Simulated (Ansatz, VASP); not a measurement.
**Two plane-wave programs on AlGaN2**

Contents of INCAR:

```
ALGO     = Normal         # electronic algorithm
EDIFF    = 1E-6           # SCF threshold, eV
EDIFFG   = -0.005         # ionic threshold
ENCUT    = 600            # plane-wave cutoff, eV
GGA      = CA             # functional
IBRION   = 2              # ionic algorithm
ISIF     = 3              # what is computed and relaxed
ISMEAR   = 0              # smearing method
LASPH    = True           # aspherical terms in the spheres
LCHARG   = False          # write CHGCAR
LREAL    = False          # projectors in reciprocal space
LWAVE    = False          # write WAVECAR
NELM     = 60             # most SCF steps
NSW      = 100            # ionic steps
PREC     = Accurate       # precision mode
SIGMA    = 0.02           # smearing width, eV
```

The input KPOINTS:

```
k-points
0
Gamma
  8 8 6
```

Contents of POSCAR:

```
AlGaN2
1.0
    3.1408770487      0.0000000000      0.0000000000
    0.0000000000      3.1408770487      0.0000000000
    0.0000000000      0.0000000000      4.4238379400
Al Ga N
1 1 2
Direct
    0.5000000000      0.5000000000      0.5000000000
    0.0000000000      0.0000000000      0.0000000000
    0.5000000000      0.0000000000      0.7382648100
    0.0000000000      0.5000000000      0.2617351900
```

Input for Ansatz:

```yaml
crystal:
  lattice:
    - [3.1408770487, 0.0, 0.0]
    - [0.0, 3.1408770487, 0.0]
    - [0.0, 0.0, 4.42383794]
  atoms:
    - { symbol: Al, position: [0.5, 0.5, 0.5] }
    - { symbol: Ga, position: [0.0, 0.0, 0.0] }
    - { symbol: "N", position: [0.5, 0.0, 0.73826481] }
    - { symbol: "N", position: [0.0, 0.5, 0.26173519] }
basis:
  ecutwfc: 420
kpoints:
  mp_grid: { grid: [8, 8, 6] }
hamiltonian:
  xc: lda
scf:
  occupations: { method: gaussian, width: 0.02 }
output:
  forces: true
  stress: true
  eigenvalues: true
  write_density: true
  write_potential: true
  elf: true
  volumetric_format: npy
relax:
  adjacent_minimum: "off"
  f_tol: 0.005
  max_steps: 80
  cell: { stress_tol: 0.05 }
```

Alike in both runs: task relaxation of cell and atoms; functional LDA; k mesh 8 × 8 × 6; occupations gaussian, width 0.02 eV; no spin polarisation.

|  | VASP | Ansatz |
| --- | --- | --- |
| version | VASP 6.6.1 | Ansatz 0.2.0 |
| potentials or method | VASP PAW LDA potentials, release 64 (Al, Ga_d, N), cutoff 600 eV | scalar-relativistic, plane waves, PAW |
| valence electrons in the cell | 26 | 26 |

|  | VASP | Ansatz | Ansatz less VASP |
| --- | --- | --- | --- |
| gap on the k mesh at the Fermi level, each at its own relaxed structure (eV) | 3.04 | 3.05 | +0.017 |
| relaxed volume (Å³/atom) | 10.68 | 10.64 | -0.039 |
| relaxed cell length with the largest relative difference (Å) | 4.390 | 4.384 | -0.0057 |

LDA's correlation is that of Perdew and Zunger in VASP and of Perdew and Wang (1992) in Ansatz.
